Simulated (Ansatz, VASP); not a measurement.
Re in VASP and in Ansatz

```
Re
1.0
     0.00000    1.93160    1.93160
     1.93160    0.00000    1.93160
     1.93160    1.93160    0.00000
Re
1
Direct
  0.00000 0.00000 0.00000
```

Alike in both runs: task single point; functional r2SCAN; k mesh 18 × 18 × 18; occupations gaussian, width 0.05 eV; no spin polarisation.

```csv
,VASP,Ansatz
version,VASP 6.6.1,Ansatz 0.2.0
potentials or method,"VASP PAW PBE potentials, release 64 (Re), cutoff 520 eV","scalar-relativistic, plane waves, PAW"
valence electrons in the cell,7,15
```

```csv
,VASP,Ansatz,Ansatz less VASP
gap on the k mesh at the Fermi level (eV),none,none,-
pressure (GPa),9.6,9.4,-0.15
```

VASP's potentials were made for PBE, not for r2SCAN. A gap of «none» marks a metal or a gap that the smearing closes. With one functional, cell and mesh, what is left measures potentials, basis and numerics. VASP's potentials hold 7 valence electrons a cell and Ansatz's 15, so a difference there can come from the potentials and not from the codes.

Neither program's run includes spin-orbit coupling.
